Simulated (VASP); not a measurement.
A run of VASP 6.6.1 is set up as follows.

The input INCAR:

```
ALGO     = Normal         # electronic algorithm
EDIFF    = 1E-6           # SCF threshold, eV
EDIFFG   = -0.005         # ionic threshold
ENCUT    = 600            # plane-wave cutoff, eV
GGA      = PE             # functional
IBRION   = 2              # ionic algorithm
ISIF     = 3              # what is computed and relaxed
ISMEAR   = 0              # smearing method
LASPH    = True           # aspherical terms in the spheres
LCHARG   = False          # write CHGCAR
LREAL    = False          # projectors in reciprocal space
LWAVE    = False          # write WAVECAR
NELM     = 80             # most SCF steps
NSW      = 100            # ionic steps
PREC     = Accurate       # precision mode
SIGMA    = 0.02           # smearing width, eV
```

Contents of KPOINTS:

```
k-points
0
Gamma
  12 12 12
```

Contents of POSCAR:

```
C
1.0
    0.0000000000      1.7833700000      1.7833700000
    1.7833700000      0.0000000000      1.7833700000
    1.7833700000      1.7833700000      0.0000000000
C
2
Direct
    0.0000000000      0.0000000000      0.0000000000
    0.2500000000      0.2500000000      0.2500000000
```

Potentials or basis: VASP PAW PBE potentials, release 64 (C).

The run is started by

```sh
$ cat potpaw_PBE.64/C/POTCAR > POTCAR
$ mpirun -np 1 vasp_std > vasp.out
```

Question: Estimate the band gap on the k mesh.

Answer: 4.14 eV, indirect (least direct gap 5.58 eV).

Question: What does it give for the space group after relaxing (to 0.05 Å)?

Answer: Fd-3m (No. 227).

Question: Estimate the relaxed cell.

Answer: a = 2.526 Å, b = 2.526 Å, c = 2.526 Å, α = 60.00°, β = 60.00°, γ = 60.00°.

Step by step:
```
step  energy change (eV)  largest force (eV/Å)  pressure (GPa)  volume (Å³)
   1              0.0000                0.0000            1.78        11.34
   2              0.0001                0.0000           -2.16        11.45
   3             -0.0003                0.0000            0.00        11.39
```

A k mesh can miss the band edges. PBE usually gives volumes a little too large and moduli too small.
